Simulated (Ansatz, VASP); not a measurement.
# C: VASP beside Ansatz

```
C
1.0
     0.00000    1.74699    1.74699
     1.74699    0.00000    1.74699
     1.74699    1.74699    0.00000
C
2
Direct
  0.50000 0.50000 0.50000
  0.75000 0.75000 0.75000
```

Change from the starting cell: volume scaled by 0.94.

Alike in both runs: task single point; functional LDA; k mesh 20 × 20 × 20; occupations fermi-dirac, width 0.08 eV; no spin polarisation.

```csv
,VASP,Ansatz
version,VASP 6.6.1,Ansatz 0.2.0
potentials or method,"VASP PAW LDA potentials, release 64 (C), cutoff 520 eV","all-electron LAPW, scalar-relativistic"
```

```tsv
	VASP	Ansatz	Ansatz less VASP
gap on the k mesh at the Fermi level (eV)	4.26	4.26	+0.006
pressure (GPa)	17.8	16.1	-1.64
```

LDA's correlation is that of Perdew and Zunger in VASP and of Perdew and Wang (1992) in Ansatz. Ansatz ran all-electron here, and VASP with PAW potentials.
